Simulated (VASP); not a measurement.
Runs of VASP 6.6.1 on AlN. The structure is that of space group Cm (No. 8), or close to it. The cells are those of the table. 

```csv
cell,gap on the mesh (eV),pressure (GPa),largest force (eV/Å)
"a = 3.111, b = 3.111, c = 10.922 Å, angles 69.1, 69.1, 60.0°, 8 atoms",4.17,(b),1.64
"a = 3.111, b = 3.111, c = 11.114 Å, angles 67.4, 67.4, 60.0°, 8 atoms",4.63,-1.3,1.03
"a = 3.111, b = 3.111, c = 10.314 Å, angles 76.9, 76.9, 60.0°, 8 atoms",3.74,-2.1,(c)
"a = 3.111, b = 3.111, c = 9.996 Å, angles 85.5, 85.5, 60.0°, 8 atoms",(a),-1.7,1.88
```

Alike in all rows: task single point; level r2SCAN; potentials or basis VASP PAW PBE potentials, release 64 (Al, N); no spin polarisation; k mesh 8 × 8 × 3; cutoff (eV) 520; smearing gaussian 0.05 eV.

Task: Fill in the values left out.

Result: (a) 3.99; (b) -1.9; (c) 1.60.

Caveats: the PAW data sets were made with another functional, which shifts forces and pressure a little.

A k mesh can miss the band edges.
